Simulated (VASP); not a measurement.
Crystal: Si2Mo.

```
Mo Si
1.0
    -1.58926    1.58926    3.90412
     1.58926   -1.58926    3.90412
     1.58926    1.58926   -3.90412
Mo Si
1 2
Direct
  0.00000 0.00000 0.00000
  0.66700 0.66700 0.00000
  0.33300 0.33300 0.00000
```

Base run:

* Program: VASP 6.6.1
* Functional: PBEsol
* Dispersion: D4
* Potentials or basis: VASP PAW PBE potentials, release 64 (Mo_sv, Si)
* Cutoff: 520 eV
* k mesh: 12 × 12 × 12
* Occupations: fermi-dirac, width 0.05 eV
* Spin: no spin polarisation

Its results: band gap on the k mesh zero (bands 11 and 12 overlap by 1.05 eV); pressure -1.5 GPa; largest force 0.294 eV/Å.

Question: The run is repeated on the same cell with these changes: functional from PBEsol to r2SCAN; dispersion from D4 to none. What comes out?

Answer: Band gap on the k mesh zero (bands 11 and 12 overlap by 1.13 eV); pressure 3.6 GPa; largest force 0.311 eV/Å.

Several settings changed at once.

Caveats: the PAW data sets were made with another functional, which shifts forces and pressure a little; the cell stands under pressure (at least some runs).
